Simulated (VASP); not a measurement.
Y:

```
CELL_PARAMETERS angstrom
3.65494 0.00000 0.00000
-1.82747 3.16527 0.00000
0.00000 0.00000 5.67546
ATOMIC_POSITIONS crystal
Y 0.33333 0.66667 0.25000
Y 0.66667 0.33333 0.75000
```

* Program: VASP 6.6.1
* Task: relaxation of cell and atoms
* Functional: PBEsol
* Potentials or basis: VASP PAW PBE potentials, release 64 (Y_sv)
* Cutoff: 600 eV
* k mesh: 15 × 15 × 8
* Occupations: gaussian, width 0.1 eV
* Spin: no spin polarisation

At the start: pressure -2.0 GPa; volume 32.83 Å³/atom.

Problem. How do energy, volume and symmetry change on relaxing?

Solution. Over 3 steps the energy falls by 10.4 meV/atom and the volume is 31.22 Å³/atom (-4.9 %); space group P6_3/mmc (No. 194, to 0.1 Å) before and after.

The path:
```csv
step,energy change (eV),largest force (eV/Å),pressure (GPa),volume (Å³)
1,0.0000,0.0000,-2.00,65.66
2,-0.0201,0.0000,0.43,61.84
3,-0.0209,0.0000,0.00,62.44
```

Final structure:
```
Y
1.0
     3.59517    0.00000    0.00000
    -1.79758    3.11350    0.00000
     0.00000    0.00000    5.57805
Y
2
Direct
  0.33333 0.66667 0.25000
  0.66667 0.33333 0.75000
```

Caveat: the PAW data sets were made with another functional, which shifts forces and pressure a little.
